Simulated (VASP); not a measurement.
Wanted: the native input for a VASP 6.6.1 run.

```yaml
Task: single point
Functional: revPBE
Dispersion: D3(BJ)
Potentials_or_basis: VASP PAW PBE potentials, release 64 (Pb_d, S)
Cutoff: 520 eV
k_mesh: 8 × 8 × 8
Occupations: gaussian, width 0.05 eV
Spin: no spin polarisation
Dipole_correction: no
Further_INCAR_settings: ALGO = Normal; EDIFF = 1e-06; NBANDS = 17
```

The structure of PbS lies in POSCAR:

```
PbS
1.0
    0.0000000000      2.9388443216      2.9388443216
    2.9388443216      0.0000000000      2.9388443216
    2.9388443216      2.9388443216      0.0000000000
Pb S
1 1
Direct
    0.5000000000      0.5000000000      0.5000000000
    0.0000000000      0.0000000000      0.0000000000
```

This cell differs from its parent crystal: volume scaled by 0.98.

The input as run:

INCAR

```
SYSTEM = PbS
PREC = Accurate
ENCUT = 520
EDIFF = 1E-6
ISMEAR = 0
SIGMA = 0.05
LREAL = .FALSE.
LASPH = .TRUE.
NELM = 80
ALGO = Normal
ISIF = 2
LWAVE = .FALSE.
LCHARG = .FALSE.
GGA = RE
IVDW = 12
NBANDS = 17
```

KPOINTS

```
regular mesh
0
G
  8 8 8
  0 0 0
```

Potentials or basis: VASP PAW PBE potentials, release 64 (Pb_d, S).

Launch:

```console
$ cat potpaw_PBE.64/Pb_d/POTCAR potpaw_PBE.64/S/POTCAR > POTCAR
$ mpirun -np 1 vasp_std > vasp.out
```

It gave:

```json
{"Pressure": "1.1 GPa", "Band gap on the k mesh": "0.33 eV, direct", "Dispersion energy per atom": "-0.666 eV"}
```

Caveat: the PAW data sets were made with another functional, which shifts forces and pressure a little; spin-orbit coupling is left out, which moves the levels of the heavy elements.

It took 16 s on 1 thread of Intel Xeon 6975P-C, on a shared host, peak memory 0.19 GiB.
